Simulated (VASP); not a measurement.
A run of VASP 6.6.1:

Contents of INCAR:

```
ALGO = Normal
EDIFF = 1E-6
ENCUT = 500
GGA = PE
GGA_COMPAT = False
ISIF = 2
ISMEAR = 0
LASPH = True
LCHARG = True
LELF = True
LREAL = False
LVHAR = True
LWAVE = False
NBANDS = 17
NELM = 120
PREC = Accurate
SIGMA = 0.01
```

The input KPOINTS:

```
k-points
0
Gamma
  6 6 6
```

File POSCAR:

```
PbSe
1.0
    0.0000000000      3.0696893645      3.0696893645
    3.0696893645      0.0000000000      3.0696893645
    3.0696893645      3.0696893645      0.0000000000
Pb Se
1 1
Direct
    0.0000000000      0.0000000000      0.0000000000
    0.5000000000      0.5000000000      0.5000000000
```

Potentials or basis: VASP PAW PBE potentials, release 64 (Pb_d, Se).

Command:

```sh
$ cat potpaw_PBE.64/Pb_d/POTCAR potpaw_PBE.64/Se/POTCAR > POTCAR
$ mpirun -np 1 vasp_std > vasp.out
```

Hardware: 1 thread of Intel Xeon 8259CL (shared host).

Task: Estimate the wall time of this run.

Result: Wall time 31 s on 1 thread of Intel Xeon 8259CL, with other jobs on the host, peak memory 0.15 GiB. Counts: scf iterations 12, k points 16.
